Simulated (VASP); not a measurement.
# CdS (Hawleyite) (F-43m) in VASP: settings compared

Aim: see how the results for CdS (Hawleyite) move with the level of theory and the settings. Levels: PBE, r2SCAN. Tasks: electric field gradients.

Everything below comes from runs of VASP 6.6.1. Logs are shortened: lines on timing, memory, paths and dates and some standing lists are left out, and cuts for length are marked.

**1. The cell of the first run**

It takes space group F-43m (No. 216, cubic). Conventional cell: a = 5.833 Å, b = 5.833 Å, c = 5.833 Å, α = 90.00°, β = 90.00°, γ = 90.00°. Within 3.3 Å of Cd (site symmetry -43m) lie 4 S at 2.53 Å. S (site symmetry -43m) has 4 Cd at 2.53 Å within 3.3 Å.

**2. Electric field gradients, PBE**

INCAR

```
ALGO = Normal
EDIFF = 1E-8
ENCUT = 520
GGA = PE
ISIF = 2
ISMEAR = -1
LASPH = True
LCHARG = False
LEFG = True
LREAL = False
LWAVE = False
NBANDS = 16
NELM = 100
PREC = Accurate
SIGMA = 0.02
```

KPOINTS

```
k-points
0
Gamma
  13 13 13
```

POSCAR

```
CdS
1.0
    0.0000000000      2.9165000000      2.9165000000
    2.9165000000      0.0000000000      2.9165000000
    2.9165000000      2.9165000000      0.0000000000
Cd S
1 1
Direct
    0.0000000000      0.0000000000      0.0000000000
    0.2500000000      0.2500000000      0.2500000000
```

Potentials or basis: VASP PAW PBE potentials, release 64 (Cd, S).

Launch:

```console
cat potpaw_PBE.64/Cd/POTCAR potpaw_PBE.64/S/POTCAR > POTCAR
mpirun -np 1 vasp_std > vasp.out
```

OUTCAR:

```text
EDIFF = 1E-8
   ENCUT = 520
   GGA = PE
   ISIF = 2
   ISMEAR = -1
   LASPH = True
   LREAL = False
   NELM = 100
   PREC = Accurate

 ion  position               nearest neighbor table
   1  0.000  0.000  0.000-   2 2.53   2 2.53   2 2.53   2 2.53
   2  0.250  0.250  0.250-   1 2.53   1 2.53   1 2.53   1 2.53

  LATTYP: Found a face centered cubic cell.
 ALAT       =     5.8330000000

  Lattice vectors:

 A1 = (   0.0000000000,   2.9165000000,   2.9165000000)
 A2 = (   2.9165000000,   0.0000000000,   2.9165000000)
 A3 = (   2.9165000000,   2.9165000000,   0.0000000000)

Analysis of symmetry for initial positions (statically):
=====================================================================
 Subroutine PRICEL returns:
 Original cell was already a primitive cell.

 Routine SETGRP: Setting up the symmetry group for a
 face centered cubic supercell.

 Subroutine GETGRP returns: Found 24 space group operations
 (whereof 24 operations were pure point group operations)
 out of a pool of 48 trial point group operations.

The static configuration has the point symmetry T_d .

Analysis of symmetry for dynamics (positions and initial velocities):
=====================================================================
 Subroutine PRICEL returns:
 Original cell was already a primitive cell.

 Routine SETGRP: Setting up the symmetry group for a
 face centered cubic supercell.

 Subroutine GETGRP returns: Found 24 space group operations
 (whereof 24 operations were pure point group operations)
 out of a pool of 48 trial point group operations.

The dynamic configuration has the point symmetry T_d .

 Subroutine INISYM returns: Found 24 space group operations
 (whereof 24 operations are pure point group operations),
 and found     1 'primitive' translations

----------------------------------------------------------------------------------------

                                     Primitive cell

  volume of cell :      49.6153

  direct lattice vectors                    reciprocal lattice vectors
     0.000000000  2.916500000  2.916500000    -0.171438368  0.171438368  0.171438368
     2.916500000  0.000000000  2.916500000     0.171438368 -0.171438368  0.171438368
     2.916500000  2.916500000  0.000000000     0.171438368  0.171438368 -0.171438368

  length of vectors
     4.124553855  4.124553855  4.124553855     0.296939964  0.296939964  0.296939964

  position of ions in fractional coordinates (direct lattice)
     0.000000000  0.000000000  0.000000000
     0.250000000  0.250000000  0.250000000

  ion indices of the primitive-cell ions
   primitive index   ion index
                 1           1
                 2           2

----------------------------------------------------------------------------------------

 KPOINTS: k-points

Automatic generation of k-mesh.
 Grid dimensions read from file:
 generate k-points for:   13   13   13

 Generating k-lattice:

  Cartesian coordinates                     Fractional coordinates (reciprocal lattice)
    -0.013187567  0.013187567  0.013187567     0.076923077  0.000000000  0.000000000
     0.013187567 -0.013187567  0.013187567     0.000000000  0.076923077  0.000000000
     0.013187567  0.013187567 -0.013187567     0.000000000  0.000000000  0.076923077

  Length of vectors
     0.022841536  0.022841536  0.022841536

  Shift w.r.t. Gamma in fractional coordinates (k-lattice)
     0.000000000  0.000000000  0.000000000

 Subroutine IBZKPT returns following result:
 ===========================================

 Found     84 irreducible k-points:

 Following reciprocal coordinates:
            Coordinates               Weight
  0.000000  0.000000  0.000000      1.000000
  0.076923  0.000000  0.000000      8.000000
  0.153846  0.000000  0.000000      8.000000
  0.230769  0.000000  0.000000      8.000000
  0.307692  0.000000  0.000000      8.000000
  0.384615  0.000000  0.000000      8.000000
[... 16 lines left out ...]
  0.384615  0.153846  0.000000     24.000000
  0.461538  0.153846  0.000000     24.000000
 [... further k-points ...]
   k-points           NKPTS =     84   k-points in BZ     NKDIM =     84   number of bands    NBANDS=     16
   number of dos      NEDOS =    301   number of ions     NIONS =      2
   total plane-waves  NPLWV =  32768
   dimension x,y,z NGX =    32 NGY =   32 NGZ =   32
   dimension x,y,z NGXF=    64 NGYF=   64 NGZF=   64
   ions per type =               1   1
   NGX,Y,Z   is equivalent  to a cutoff of  12.90, 12.90, 12.90 a.u.
   NGXF,Y,Z  is equivalent  to a cutoff of  25.80, 25.80, 25.80 a.u.
 SYSTEM =  unknown system
   PREC   = accura    normal or accurate (medium, high low for compatibility)
   ISTART =      0    job   : 0-new  1-cont  2-samecut
   ICHARG =      2    charge: 1-file 2-atom 10-const
   ISPIN  =      1    spin polarized calculation?
   LNONCOLLINEAR =      F non collinear calculations
   LSORBIT =      F    spin-orbit coupling
   LASPH  =      T    aspherical Exc in radial PAW
   ENCUT  =  520.0 eV  38.22 Ry    6.18 a.u.   7.67  7.67  7.67*2*pi/ulx,y,z
   NELM   =    100;   NELMIN=  2; NELMDL= -5     # of ELM steps
   EDIFF  = 0.1E-07   stopping-criterion for ELM
   LREAL  =      F    real-space projection
   EDIFFG = 0.1E-06   stopping-criterion for IOM
   NSW    =      0    number of steps for IOM
   IBRION =     -1    ionic relax: 0-MD 1-quasi-New 2-CG
   NFREE  =      0    steps in history (QN), initial steepest desc. (CG)
   ISIF   =      2    stress and relaxation
   ISYM   =      2    0-nonsym 1-usesym 2-fastsym
   POTIM  = 0.5000    time-step for ionic-motion
   TEBEG  =    0.0;   TEEND  =   0.0 temperature during run
   PSTRESS=    0.0 pullay stress
   NELECT =      18.0000    total number of electrons
   NUPDOWN=      -1.0000    fix difference up-down
   EMIN   =  10.00;   EMAX   =-10.00  energy-range for DOS
   EFERMI =   0.00;   METHOD = LEGACY
   ISMEAR =    -1;   SIGMA  =   0.02  broadening in eV -4-tet -1-fermi 0-gaus
   EFERMI_NEDOS =   21; number of points for ismear=-14 and -15
   IALGO  =     38    algorithm
   IMIX   =      4    mixing-type and parameters
     AMIX     =   0.40;   BMIX     =  1.00
     AMIX_MAG =   1.60;   BMIX_MAG =  1.00
  volume/ion in A,a.u.               =      24.81       167.41
  Fermi-wavevector in a.u.,A,eV,Ry     =   1.167599  2.206442 18.548649  1.363287
  Thomas-Fermi vector in A             =   2.304097
   LORBIT       =      0    0 simple, 1 ext, 2 COOP (PROOUT), +10 PAW based schemes
   GGA     = PE    functional components
   LHFCALC =     F    Hartree Fock is set to
   AEXX    =    0.0000 exact exchange contribution
   IVDW    =     0    specifies the selected vdW correction
   LEPSILON=     F    determine dielectric tensor
   LRPA    =     F    only Hartree local field effects (RPA)
 non-spin polarized calculation
  energy-cutoff  :      520.00
  volume of cell :       49.62
 maximum number of plane-waves:      1363
   NGX = 15   NGY = 15   NGZ = 15

 number of electron      18.0000004 magnetization

 Free energy of the ion-electron system (eV)
  ---------------------------------------------------
  ext. energy  EPLUGINS =         0.00000000
  ---------------------------------------------------
  free energy    TOTEN  =        -6.12158673 eV

  energy without entropy =       -6.12158673  energy(sigma->0) =       -6.12158673

 E-fermi :   1.7489     XC(G=0):  -9.1498

 val. band max:        1.3138214946   @ k =   0.0000   0.0000   0.0000
 cond. band min:       2.4638672386   @ k =   0.0000   0.0000   0.0000
 fundamental gap:      1.1500457440
 Fermi energy:         1.7488660341

 k-point     1 :       0.0000    0.0000    0.0000
  band No.  band energies     occupation
      1     -11.0560      2.00000
      2      -6.4138      2.00000
      3      -6.4138      2.00000
      4      -6.4138      2.00000
      5      -5.9338      2.00000
      6      -5.9338      2.00000
[... 8 lines left out ...]
     15      12.7947      0.00000
     16      12.7947      0.00000

 k-point     2 :       0.0769    0.0000    0.0000
  band No.  band energies     occupation
      1     -11.0318      2.00000
      2      -6.4048      2.00000
      3      -6.4048      2.00000
      4      -6.3942      2.00000
      5      -5.9344      2.00000
      6      -5.9344      2.00000
[... 8 lines left out ...]
     15      12.4851      0.00000
     16      13.0923      0.00000
[... 387 lines left out ...]
      5      -5.8891      2.00000
      6      -5.8236      2.00000
[... 8 lines left out ...]
     15      13.4639      0.00000
     16      13.9377      0.00000

 k-point    24 :       0.4615    0.1538    0.0000
  band No.  band energies     occupation
      1     -10.6220      2.00000
      2      -6.2779      2.00000
      3      -6.2444      2.00000
      4      -5.9741      2.00000
      5      -5.8874      2.00000
      6      -5.6238      2.00000
[... 8 lines left out ...]
     15      13.9556      0.00000
     16      13.9884      0.00000

 [... further k-points ...]
[... 5 lines left out ...]
  --------------------------------------------------------------------------------------
  -------------------------------------------------------------------------------------
  Total        0.9944535      0.9944535      0.9944535      0.0000000     -0.0000000      0.0000000
  in kB       32.1128708     32.1128708     32.1128708      0.0000000     -0.0000000      0.0000000
  external PRESSURE =      32.1128708 kB  Pullay stress =       0.0000000 kB

 VOLUME and BASIS-vectors are now :
 -----------------------------------------------------------------------------
  energy-cutoff  :      520.00
  volume of cell :       49.62
      direct lattice vectors                 reciprocal lattice vectors
     0.000000000  2.916500000  2.916500000    -0.171438368  0.171438368  0.171438368
     2.916500000  0.000000000  2.916500000     0.171438368 -0.171438368  0.171438368
     2.916500000  2.916500000  0.000000000     0.171438368  0.171438368 -0.171438368

 POSITION                                       TOTAL-FORCE (eV/Angst)
 -----------------------------------------------------------------------------------
      0.00000      0.00000      0.00000        -0.000000     -0.000000     -0.000000
      1.45825      1.45825      1.45825         0.000000      0.000000      0.000000
 -----------------------------------------------------------------------------------
    total drift:                               -0.000000     -0.000000     -0.000000

  FREE ENERGIE OF THE ION-ELECTRON SYSTEM (eV)
  ---------------------------------------------------
  free  energy   TOTEN  =        -6.1215867339 eV

  energy  without entropy=       -6.1215867339  energy(sigma->0) =       -6.12158673

 Electric field gradients (V/A^2)
---------------------------------------------------------------------
 ion       V_xx      V_yy      V_zz      V_xy      V_xz      V_yz
---------------------------------------------------------------------
   1      -0.000     0.000    -0.000     0.002     0.002     0.002
   2      -0.000     0.000     0.000    -0.000    -0.000    -0.000
---------------------------------------------------------------------

 Electric field gradients after diagonalization (V/A^2)
 (convention: |V_zz| > |V_xx| > |V_yy|)
----------------------------------------------------------------------
 ion       V_xx      V_yy      V_zz     asymmetry (V_yy - V_xx)/ V_zz
----------------------------------------------------------------------
   1      -0.002    -0.002     0.004       0.000
   2       0.000     0.000    -0.000       0.000
----------------------------------------------------------------------

           NMR quadrupolar parameters

 Cq : quadrupolar parameter    Cq=e*Q*V_zz/h
 eta: asymmetry parameters     (V_yy - V_xx)/ V_zz
 Q  : nuclear electric quadrupole moment in mb (millibarn)
----------------------------------------------------------------------
 ion       Cq(MHz)       eta       Q (mb)
----------------------------------------------------------------------
   1       0.000       0.000       1.000
   2      -0.000       0.000       1.000
----------------------------------------------------------------------
```

Run time: 27 s. Hardware: 1 thread of Intel Xeon 6975P-C (Granite Rapids), shared host; peak memory 0.21 GiB.

What came out:

* Free energy: -6.1216 eV
* Pressure: 3.2 GPa
* Band gap on the k mesh: 1.15 eV, direct

Levels at points of the mesh, in eV from the valence-band top:
```tsv
k point	band 5	band 6	band 7	band 8	band 9	band 10	band 11	band 12	band 13	band 14
(0.00, 0.00, 0.00)	-7.25	-7.25	0.00	0.00	0.00	1.15	6.55	6.55	6.55	11.44
```

Caveat: without QUAD_EFG the Cq values of the log hold for a quadrupole moment of 1 mb, not for the nuclei. PBE gaps usually lie below the measured ones, often by a third to a half.

**3. Electric field gradients, r2SCAN**

POSCAR is that of step 2.

INCAR.step1

```
SYSTEM = CdS
PREC     = Accurate       ! precision mode
ENCUT    = 520            ! plane-wave cutoff, eV
ISMEAR   = -1             ! smearing method
SIGMA    = 0.02           ! smearing width, eV
LREAL    = .False.        ! projectors in reciprocal space
LASPH    = .True.         ! aspherical terms in the spheres
NELM     = 80             ! most SCF steps
NBANDS   = 16             ! bands
GGA      = PE             ! functional
ALGO     = Normal         ! electronic algorithm
EDIFF    = 1E-4           ! SCF threshold, eV
LWAVE    = .True.         ! write WAVECAR
LCHARG   = .False.        ! write CHGCAR
```

INCAR.step2

```
SYSTEM = CdS
PREC     = Accurate       ! precision mode
ENCUT    = 520            ! plane-wave cutoff, eV
EDIFF    = 1E-8           ! SCF threshold, eV
ISMEAR   = -1             ! smearing method
SIGMA    = 0.02           ! smearing width, eV
LREAL    = .False.        ! projectors in reciprocal space
LASPH    = .True.         ! aspherical terms in the spheres
NELM     = 80             ! most SCF steps
ALGO     = Normal         ! electronic algorithm
ISIF     = 2              ! what is computed and relaxed
LWAVE    = .False.        ! write WAVECAR
LCHARG   = .False.        ! write CHGCAR
METAGGA  = R2SCAN         ! meta-GGA
LMIXTAU  = .True.       
LEFG     = .True.       
NBANDS   = 16             ! bands
ISTART   = 1
```

KPOINTS

```
Automatic mesh
0
Gamma
  13 13 13
  0 0 0
```

Potentials or basis: VASP PAW PBE potentials, release 64 (Cd, S).

Launch:

```console
cat potpaw_PBE.64/Cd/POTCAR potpaw_PBE.64/S/POTCAR > POTCAR
cp INCAR.step1 INCAR
mpirun -np 1 vasp_std > vasp.out
cp INCAR.step2 INCAR
mpirun -np 1 vasp_std > vasp.out
```

OUTCAR:

```text
SYSTEM = CdS
   PREC = Accurate
   ENCUT = 520
   EDIFF = 1E-8
   ISMEAR = -1
   LREAL = .False.
   LASPH = .True.
   NELM = 80
   ISIF = 2
   METAGGA = R2SCAN
   ISTART = 1

 ion  position               nearest neighbor table
   1  0.000  0.000  0.000-   2 2.53   2 2.53   2 2.53   2 2.53
   2  0.250  0.250  0.250-   1 2.53   1 2.53   1 2.53   1 2.53

  LATTYP: Found a face centered cubic cell.
 ALAT       =     5.8330000000

  Lattice vectors:

 A1 = (   0.0000000000,   2.9165000000,   2.9165000000)
 A2 = (   2.9165000000,   0.0000000000,   2.9165000000)
[... 668 lines left out ...]
  free  energy   TOTEN  =       -29.6784770766 eV

  energy  without entropy=      -29.6784770766  energy(sigma->0) =      -29.67847708

 Electric field gradients (V/A^2)
---------------------------------------------------------------------
 ion       V_xx      V_yy      V_zz      V_xy      V_xz      V_yz
---------------------------------------------------------------------
   1       0.000    -0.000    -0.000     0.002     0.002     0.002
   2       0.000    -0.000    -0.000    -0.000    -0.000    -0.000
---------------------------------------------------------------------

 Electric field gradients after diagonalization (V/A^2)
 (convention: |V_zz| > |V_xx| > |V_yy|)
----------------------------------------------------------------------
 ion       V_xx      V_yy      V_zz     asymmetry (V_yy - V_xx)/ V_zz
----------------------------------------------------------------------
   1      -0.002    -0.002     0.004       0.000
   2       0.000     0.000    -0.000       0.000
----------------------------------------------------------------------

           NMR quadrupolar parameters

 Cq : quadrupolar parameter    Cq=e*Q*V_zz/h
 eta: asymmetry parameters     (V_yy - V_xx)/ V_zz
 Q  : nuclear electric quadrupole moment in mb (millibarn)
----------------------------------------------------------------------
 ion       Cq(MHz)       eta       Q (mb)
----------------------------------------------------------------------
   1       0.000       0.000       1.000
   2      -0.000       0.000       1.000
----------------------------------------------------------------------
```

OUTCAR.step1:

```text
SYSTEM = CdS
   PREC = Accurate
   ENCUT = 520
   ISMEAR = -1
   LREAL = .False.
   LASPH = .True.
[... 676 lines left out ...]
      0.00000      0.00000      0.00000         0.000000      0.000000      0.000000
      1.45825      1.45825      1.45825        -0.000000     -0.000000     -0.000000
 -----------------------------------------------------------------------------------
    total drift:                               -0.000000     -0.000000     -0.000000

  FREE ENERGIE OF THE ION-ELECTRON SYSTEM (eV)
  ---------------------------------------------------
  free  energy   TOTEN  =        -6.1215936327 eV

  energy  without entropy=       -6.1215936327  energy(sigma->0) =       -6.12159363
```

It took 1.8 min on 1 thread of Intel Xeon 6975P-C (Granite Rapids), shared host; peak memory 0.23 GiB.

What came out:

| Quantity | Value |
| --- | --- |
| Free energy | -29.6785 eV |
| Pressure | 1.8 GPa |
| Band gap on the k mesh | 1.59 eV, direct |

Caveat: without QUAD_EFG the Cq values of the log hold for a quadrupole moment of 1 mb, not for the nuclei; the PAW data sets were made with another functional, which shifts forces and pressure a little. A k mesh can miss the band edges.
